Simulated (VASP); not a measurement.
A run of VASP 6.6.1:

The input INCAR:

```
SYSTEM = TiC
ALGO     = Normal         ! electronic algorithm
EDIFF    = 1E-6           ! SCF threshold, eV
ENCUT    = 520            ! plane-wave cutoff, eV
GGA      = PE             ! functional
ISIF     = 2              ! what is computed and relaxed
ISMEAR   = 0              ! smearing method
LASPH    = .True.         ! aspherical terms in the spheres
LCHARG   = .False.        ! write CHGCAR
LREAL    = .False.        ! projectors in reciprocal space
LWAVE    = .False.        ! write WAVECAR
NBANDS   = 15             ! bands
NELM     = 100            ! most SCF steps
PREC     = Accurate       ! precision mode
SIGMA    = 0.03           ! smearing width, eV
```

The input KPOINTS:

```
k-points
0
Gamma
  11 11 11
  0 0 0
```

File POSCAR:

```
TiC
1.0
    0.0000000000      2.1657188437      2.1657188437
    2.1657188437      0.0000000000      2.1657188437
    2.1657188437      2.1657188437      0.0000000000
Ti C
1 1
Direct
    0.0000000000      0.0000000000      0.0000000000
    0.5000000000      0.5000000000      0.5000000000
```

Potentials or basis: VASP PAW PBE potentials, release 64 (Ti_sv, C).

Launch:

```console
$ cat potpaw_PBE.64/Ti_sv/POTCAR potpaw_PBE.64/C/POTCAR > POTCAR
$ mpirun -np 1 vasp_std > vasp.out
```

Hardware: 1 thread of AMD EPYC 7R13 (shared host).

Problem. How long does it take, and how much memory?

Solution. Run time: 37 s on 1 thread of AMD EPYC 7R13, with other jobs on the host, peak memory 0.12 GiB. Counts: scf iterations 14, k points 56.
